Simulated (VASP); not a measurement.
Set up this calculation in VASP 6.6.1, as the native input.

- Task: relaxation of cell and atoms
- Functional: PBE
- Potentials or basis: VASP PAW PBE potentials, release 64 (Cd, P)
- Cutoff: 600 eV
- k mesh: 6 × 6 × 4
- Occupations: gaussian, width 0.1 eV
- Spin: no spin polarisation
- Dipole correction: no
- Further INCAR settings: ALGO = Normal; EDIFF = 1e-06; IBRION = 2; EDIFFG = -0.04; NSW = 90; ISIF = 3

The structure of CdP lies in POSCAR:

```
CdP
1.0
    3.2080240306      0.0000000000      0.0000000000
   -1.6040120153      2.7782303065      0.0000000000
    0.0000000000      0.0000000000      4.8102986909
Cd P
1 1
Direct
    0.6666666667      0.3333333333      0.0000000000
    0.0000000000      0.0000000000      0.5000000000
```

The input as run:

INCAR

```
PREC     = Accurate       # precision mode
ENCUT    = 600            # plane-wave cutoff, eV
EDIFF    = 1E-6           # SCF threshold, eV
ISMEAR   = 0              # smearing method
SIGMA    = 0.1            # smearing width, eV
LREAL    = False          # projectors in reciprocal space
LASPH    = True           # aspherical terms in the spheres
NELM     = 80             # most SCF steps
ALGO     = Normal         # electronic algorithm
ISIF     = 3              # what is computed and relaxed
LWAVE    = False          # write WAVECAR
LCHARG   = False          # write CHGCAR
GGA      = PE             # functional
IBRION   = 2              # ionic algorithm
NSW      = 90             # ionic steps
EDIFFG   = -0.04          # ionic threshold
```

KPOINTS

```
regular mesh
0
Gamma
  6 6 4
```

Potentials or basis: VASP PAW PBE potentials, release 64 (Cd, P).

Launch:

```bash
$ cat potpaw_PBE.64/Cd/POTCAR potpaw_PBE.64/P/POTCAR > POTCAR
$ mpirun -np 1 vasp_std > vasp.out
```

It gave:

The relaxed volume is 19.33 Å³/atom and the relaxed cell is a = 3.026 Å, b = 3.026 Å, c = 4.875 Å, α = 90.00°, β = 90.00°, γ = 120.00°. The space group after relaxing (to 0.1 Å) is P-6m2 (No. 187) and the energy gained by relaxing is 42.9 meV/atom. The ionic steps are 8, the pressure after relaxing is 0.0 GPa and the band gap on the k mesh is zero (an odd number of electrons rules out a gap without spin polarisation).

Caveat: the k points lie up to 0.40 Å⁻¹ apart in the final cell, too coarse for converged energies and pressures of a metal.

Wall time 67 s on 1 thread of Intel(R) Xeon(R) 6975P-C (Granite Rapids), on a shared host, peak memory 0.19 GiB.
